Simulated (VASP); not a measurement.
Input of a VASP 6.6.1 run:

The input POSCAR:

```
AlN
1.0
    0.0000000000      1.9784910831      1.9784910831
    1.9784910831      0.0000000000      1.9784910831
    1.9784910831      1.9784910831      0.0000000000
Al N
1 1
Direct
    0.0000000000      0.0000000000      0.0000000000
    0.5000000000      0.5000000000      0.5000000000
```

The input INCAR.step1:

```
  PREC = Accurate
  ENCUT = 520
  EDIFF = 1E-5
  ISMEAR = 0
  SIGMA = 0.01
  LREAL = False
  LASPH = True
  NELM = 60
  ALGO = Normal
  ISIF = 2
  LWAVE = True
  LCHARG = False
  NBANDS = 11
  GGA = PE
```

The input INCAR.step2:

```
  PREC = Accurate
  ENCUT = 520
  EDIFF = 1E-6
  ISMEAR = 0
  SIGMA = 0.01
  LREAL = False
  LASPH = True
  NELM = 60
  ALGO = Normal
  ISIF = 2
  LWAVE = False
  LCHARG = False
  GGA = PE
  LHFCALC = True
  HFSCREEN = 0.2079
  PRECFOCK = Normal
  NBANDS = 11
  ISTART = 1
```

Contents of KPOINTS:

```
Automatic mesh
0
Gamma
  8 8 8
```

Potentials or basis: VASP PAW PBE potentials, release 64 (Al, N).

Command:

```sh
$ cat potpaw_PBE.64/Al/POTCAR potpaw_PBE.64/N/POTCAR > POTCAR
$ cp INCAR.step1 INCAR
$ mpirun -np 1 vasp_std > vasp.out
$ cp INCAR.step2 INCAR
$ mpirun -np 1 vasp_std > vasp.out
```

Problem. What does it give for the band gap on the k mesh?

Solution. 6.53 eV (least direct gap 8.25 eV).

Problem. Predict the pressure.

Solution. 17.3 GPa.

Caveat: the cell differs from its parent crystal (strain -2.0%); the cell stands under pressure; the structure was generated, so it needn't be the stable form of AlN; the PAW data sets were made with another functional, which shifts forces and pressure a little. A k mesh can miss the band edges.
